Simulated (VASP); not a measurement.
# EuMn (Pm-3m) in VASP: notebook

Runs on EuMn. Level: PBEsol. Tasks: single point.

Everything below comes from runs of VASP 6.6.1. Logs are shortened: lines on timing, memory, paths and dates and some standing lists are left out, and cuts for length are marked.

### Step 1. The cell of the first run

The structure is cubic, space group Pm-3m (No. 221). The conventional cell has a = 3.519 Å, b = 3.519 Å, c = 3.519 Å, α = 90.00°, β = 90.00°, γ = 90.00°. Eu (site symmetry m-3m) has 8 Mn at 3.05 Å and 6 Eu at 3.52 Å within 4.0 Å. Mn (site symmetry m-3m) has 8 Eu at 3.05 Å and 6 Mn at 3.52 Å within 4.0 Å.

### Step 2. Single point, PBEsol, collinear spin, ferrimagnetic start

INCAR reads:

```
SYSTEM = EuMn
PREC     = Accurate       ! precision mode
ENCUT    = 520            ! plane-wave cutoff, eV
EDIFF    = 1E-6           ! SCF threshold, eV
ISMEAR   = 0              ! smearing method
SIGMA    = 0.05           ! smearing width, eV
LREAL    = .False.        ! projectors in reciprocal space
LASPH    = .True.         ! aspherical terms in the spheres
NELM     = 150            ! most SCF steps
ALGO     = Normal         ! electronic algorithm
ISIF     = 2              ! what is computed and relaxed
LWAVE    = .False.        ! write WAVECAR
LCHARG   = .False.        ! write CHGCAR
ISPIN    = 2              ! spin polarisation
MAGMOM   = 7.4 -3.89      ! initial moments
LORBIT   = 11             ! projections on sites
LMAXMIX  = 6              ! l up to which the mixer works
GGA      = PS             ! functional
NBANDS   = 26             ! bands
```

KPOINTS reads:

```
regular mesh
0
Gamma
  8 8 8
  0 0 0
```

POSCAR reads:

```
EuMn
1.0
    3.5186474472      0.0000000000      0.0000000000
    0.0000000000      3.5186474472      0.0000000000
    0.0000000000      0.0000000000      3.5186474472
Eu Mn
1 1
Direct
    0.0000000000      0.0000000000      0.0000000000
    0.5000000000      0.5000000000      0.5000000000
```

Potentials or basis: VASP PAW PBE potentials, release 64 (Eu, Mn_pv).

On the command line:

```bash
$ cat potpaw_PBE.64/Eu/POTCAR potpaw_PBE.64/Mn_pv/POTCAR > POTCAR
$ mpirun -np 1 vasp_std > vasp.out
```

OUTCAR:

```text
SYSTEM = EuMn
   PREC = Accurate
   ENCUT = 520
   EDIFF = 1E-6
   ISMEAR = 0
   LREAL = .False.
   LASPH = .True.
   NELM = 150
   ISIF = 2
   ISPIN = 2
   LORBIT = 11
   GGA = PS

 ion  position               nearest neighbor table
   1  0.000  0.000  0.000-   2 3.05   2 3.05   2 3.05   2 3.05   2 3.05   2 3.05   2 3.05   2 3.05

   2  0.500  0.500  0.500-   1 3.05   1 3.05   1 3.05   1 3.05   1 3.05   1 3.05   1 3.05   1 3.05

  LATTYP: Found a simple cubic cell.
 ALAT       =     3.5186474472

  Lattice vectors:

 A1 = (   3.5186474472,   0.0000000000,   0.0000000000)
 A2 = (   0.0000000000,   3.5186474472,   0.0000000000)
 A3 = (   0.0000000000,   0.0000000000,   3.5186474472)

Analysis of symmetry for initial positions (statically):
=====================================================================
 Subroutine PRICEL returns:
 Original cell was already a primitive cell.

 Routine SETGRP: Setting up the symmetry group for a
 simple cubic supercell.

 Subroutine GETGRP returns: Found 48 space group operations
 (whereof 48 operations were pure point group operations)
 out of a pool of 48 trial point group operations.

The static configuration has the point symmetry O_h .

Analysis of symmetry for dynamics (positions and initial velocities):
=====================================================================
 Subroutine PRICEL returns:
 Original cell was already a primitive cell.

 Routine SETGRP: Setting up the symmetry group for a
 simple cubic supercell.

 Subroutine GETGRP returns: Found 48 space group operations
 (whereof 48 operations were pure point group operations)
 out of a pool of 48 trial point group operations.

The dynamic configuration has the point symmetry O_h .

Analysis of structural, dynamic, and magnetic symmetry:
=====================================================================
 Subroutine PRICEL returns:
 Original cell was already a primitive cell.

 Routine SETGRP: Setting up the symmetry group for a
 simple cubic supercell.

 Subroutine GETGRP returns: Found 48 space group operations
 (whereof 48 operations were pure point group operations)
 out of a pool of 48 trial point group operations.

The overall configuration has the point symmetry O_h .

 Subroutine INISYM returns: Found 48 space group operations
 (whereof 48 operations are pure point group operations),
 and found     1 'primitive' translations

----------------------------------------------------------------------------------------

                                     Primitive cell

  volume of cell :      43.5640

  direct lattice vectors                    reciprocal lattice vectors
     3.518647447  0.000000000  0.000000000     0.284200112  0.000000000  0.000000000
     0.000000000  3.518647447  0.000000000     0.000000000  0.284200112  0.000000000
     0.000000000  0.000000000  3.518647447     0.000000000  0.000000000  0.284200112

  length of vectors
     3.518647447  3.518647447  3.518647447     0.284200112  0.284200112  0.284200112

  position of ions in fractional coordinates (direct lattice)
     0.000000000  0.000000000  0.000000000
     0.500000000  0.500000000  0.500000000

  ion indices of the primitive-cell ions
   primitive index   ion index
                 1           1
                 2           2

----------------------------------------------------------------------------------------

 KPOINTS: regular mesh

Automatic generation of k-mesh.
 Grid dimensions read from file:
 generate k-points for:    8    8    8

 Generating k-lattice:

  Cartesian coordinates                     Fractional coordinates (reciprocal lattice)
     0.035525014  0.000000000  0.000000000     0.125000000  0.000000000  0.000000000
     0.000000000  0.035525014  0.000000000     0.000000000  0.125000000  0.000000000
     0.000000000  0.000000000  0.035525014     0.000000000  0.000000000  0.125000000

  Length of vectors
     0.035525014  0.035525014  0.035525014

  Shift w.r.t. Gamma in fractional coordinates (k-lattice)
     0.000000000  0.000000000  0.000000000

 Subroutine IBZKPT returns following result:
 ===========================================

 Found     35 irreducible k-points:

 Following reciprocal coordinates:
            Coordinates               Weight
  0.000000  0.000000  0.000000      1.000000
  0.125000  0.000000  0.000000      6.000000
  0.250000  0.000000  0.000000      6.000000
  0.375000  0.000000  0.000000      6.000000
  0.500000  0.000000  0.000000      3.000000
  0.125000  0.125000  0.000000     12.000000
[... 16 lines left out ...]
  0.375000  0.375000  0.125000     24.000000
  0.500000  0.375000  0.125000     24.000000
 [... further k-points ...]
   k-points           NKPTS =     35   k-points in BZ     NKDIM =     35   number of bands    NBANDS=     26
   number of dos      NEDOS =    301   number of ions     NIONS =      2
   total plane-waves  NPLWV =  21952
   dimension x,y,z NGX =    28 NGY =   28 NGZ =   28
   dimension x,y,z NGXF=    56 NGYF=   56 NGZF=   56
   ions per type =               1   1
   NGX,Y,Z   is equivalent  to a cutoff of  13.23, 13.23, 13.23 a.u.
   NGXF,Y,Z  is equivalent  to a cutoff of  26.46, 26.46, 26.46 a.u.
 SYSTEM =  EuMn
   PREC   = accura    normal or accurate (medium, high low for compatibility)
   ISTART =      0    job   : 0-new  1-cont  2-samecut
   ICHARG =      2    charge: 1-file 2-atom 10-const
   ISPIN  =      2    spin polarized calculation?
   LNONCOLLINEAR =      F non collinear calculations
   LSORBIT =      F    spin-orbit coupling
   LASPH  =      T    aspherical Exc in radial PAW
   ENCUT  =  520.0 eV  38.22 Ry    6.18 a.u.   6.54  6.54  6.54*2*pi/ulx,y,z
   NELM   =    150;   NELMIN=  2; NELMDL= -5     # of ELM steps
   EDIFF  = 0.1E-05   stopping-criterion for ELM
   LREAL  =      F    real-space projection
   EDIFFG = 0.1E-04   stopping-criterion for IOM
   NSW    =      0    number of steps for IOM
   IBRION =     -1    ionic relax: 0-MD 1-quasi-New 2-CG
   NFREE  =      0    steps in history (QN), initial steepest desc. (CG)
   ISIF   =      2    stress and relaxation
   ISYM   =      2    0-nonsym 1-usesym 2-fastsym
   POTIM  = 0.5000    time-step for ionic-motion
   TEBEG  =    0.0;   TEEND  =   0.0 temperature during run
   PSTRESS=    0.0 pullay stress
   NELECT =      30.0000    total number of electrons
   NUPDOWN=      -1.0000    fix difference up-down
   EMIN   =  10.00;   EMAX   =-10.00  energy-range for DOS
   EFERMI =   0.00;   METHOD = LEGACY
   ISMEAR =     0;   SIGMA  =   0.05  broadening in eV -4-tet -1-fermi 0-gaus
   EFERMI_NEDOS =   21; number of points for ismear=-14 and -15
   IALGO  =     38    algorithm
   IMIX   =      4    mixing-type and parameters
     AMIX     =   0.40;   BMIX     =  1.00
     AMIX_MAG =   1.60;   BMIX_MAG =  1.00
  volume/ion in A,a.u.               =      21.78       146.99
  Fermi-wavevector in a.u.,A,eV,Ry     =   1.445682  2.731943 28.436135  2.089997
  Thomas-Fermi vector in A             =   2.563836
   LORBIT       =     11    0 simple, 1 ext, 2 COOP (PROOUT), +10 PAW based schemes
   GGA     = PS    functional components
   LHFCALC =     F    Hartree Fock is set to
   AEXX    =    0.0000 exact exchange contribution
   IVDW    =     0    specifies the selected vdW correction
   LEPSILON=     F    determine dielectric tensor
   LRPA    =     F    only Hartree local field effects (RPA)
 spin polarized calculation
 Gauss-broadening in eV      SIGMA  =   0.05
  energy-cutoff  :      520.00
  volume of cell :       43.56
 maximum number of plane-waves:      1208
 NGX is ok and might be reduce to    28
   NGX = 13   NGY = 13   NGZ = 13

 number of electron      30.0000019 magnetization       3.5591168

 Free energy of the ion-electron system (eV)
  ---------------------------------------------------
  ext. energy  EPLUGINS =         0.00000000
  ---------------------------------------------------
  free energy    TOTEN  =       -20.63825102 eV

  energy without entropy =      -20.63691648  energy(sigma->0) =      -20.63758375

 E-fermi :   4.6854     XC(G=0): -11.2228

 val. band max:        4.6283769617   @ k =   0.5000   0.3750   0.1250
 cond. band min:       4.7141513543   @ k =   0.5000   0.3750   0.0000
 fundamental gap:      0.0857743926
 Fermi energy:         4.6853800938

 spin component 1

 k-point     1 :       0.0000    0.0000    0.0000
  band No.  band energies     occupation
      1     -41.2061      1.00000
      2     -41.2061      1.00000
      3     -41.2061      1.00000
      4     -36.4905      1.00000
      5     -14.9468      1.00000
      6     -14.9468      1.00000
[... 18 lines left out ...]
     25      11.0242      0.00000
     26      12.2333      0.00000
[... 644 lines left out ...]
      4     -36.4058      1.00000
      5     -15.5212      1.00000
      6     -15.4180      1.00000
[... 18 lines left out ...]
     25      10.2774      0.00000
     26      12.3699      0.00000

 [... further k-points ...]

 spin component 2

 k-point     1 :       0.0000    0.0000    0.0000
  band No.  band energies     occupation
      1     -44.8146      1.00000
      2     -44.8146      1.00000
      3     -44.8146      1.00000
      4     -33.4723      1.00000
      5     -12.6575      1.00000
      6     -12.6575      1.00000
[... 18 lines left out ...]
     25      11.9490      0.00000
     26      12.5039      0.00000
[... 644 lines left out ...]
      4     -33.3691      1.00000
      5     -13.3346      1.00000
      6     -13.2108      1.00000
[... 18 lines left out ...]
     25      10.5944      0.00000
     26      13.7392      0.00000

 [... further k-points ...]

------------------------ aborting loop because EDIFF is reached ----------------------------------------

  FORCE on cell =-STRESS in cart. coord.  units (eV):
  Direction    XX          YY          ZZ          XY          YZ          ZX
  --------------------------------------------------------------------------------------
  -------------------------------------------------------------------------------------
  Total       -0.0132314     -0.0132314     -0.0132314     -0.0000000      0.0000000     -0.0000000
  in kB       -0.4866189     -0.4866189     -0.4866189     -0.0000000      0.0000000     -0.0000000
  external PRESSURE =      -0.4866189 kB  Pullay stress =       0.0000000 kB

 VOLUME and BASIS-vectors are now :
 -----------------------------------------------------------------------------
  energy-cutoff  :      520.00
  volume of cell :       43.56
      direct lattice vectors                 reciprocal lattice vectors
     3.518647447  0.000000000  0.000000000     0.284200112  0.000000000  0.000000000
     0.000000000  3.518647447  0.000000000     0.000000000  0.284200112  0.000000000
     0.000000000  0.000000000  3.518647447     0.000000000  0.000000000  0.284200112

 POSITION                                       TOTAL-FORCE (eV/Angst)
 -----------------------------------------------------------------------------------
      0.00000      0.00000      0.00000         0.000000      0.000000      0.000000
      1.75932      1.75932      1.75932         0.000000      0.000000      0.000000
 -----------------------------------------------------------------------------------
    total drift:                                0.000000      0.000000      0.000000

  FREE ENERGIE OF THE ION-ELECTRON SYSTEM (eV)
  ---------------------------------------------------
  free  energy   TOTEN  =       -20.6382510196 eV

  energy  without entropy=      -20.6369164754  energy(sigma->0) =      -20.63758375

 total charge

# of ion       s       p       d       f       tot
--------------------------------------------------
    1        2.086   5.664   0.584   6.459  14.793
    2        0.398   6.134   4.999   0.000  11.530
--------------------------------------------------
tot          2.484  11.798   5.583   6.459  26.323

 magnetization (x)

# of ion       s       p       d       f       tot
--------------------------------------------------
    1        0.017  -0.091   0.240   6.417   6.582
    2       -0.053   0.027  -3.435   0.000  -3.461
--------------------------------------------------
tot         -0.036  -0.064  -3.195   6.417   3.121
```

It took 2.2 min on 1 thread of Intel Xeon Platinum 8259CL at 2.50GHz (Skylake/Cascade Lake), shared host; peak memory 0.23 GiB.

Results:

- Free energy: -20.6383 eV
- Pressure: 0.0 GPa
- Net moment: 3.56 μB per cell
- Site moments: Eu +6.58; Mn -3.46 μB
- Valence electrons inside the program's atomic spheres: Eu 14.79; Mn 11.53

Caveat: the PAW data sets were made with another functional, which shifts forces and pressure a little; spin-orbit coupling is left out, which moves the levels of the heavy elements; without U or exact exchange the open f shell lies at the Fermi level, which spoils levels, moments and volumes. The state reached can hang on the start; a lower one may exist.

[end of part 1 of 3]
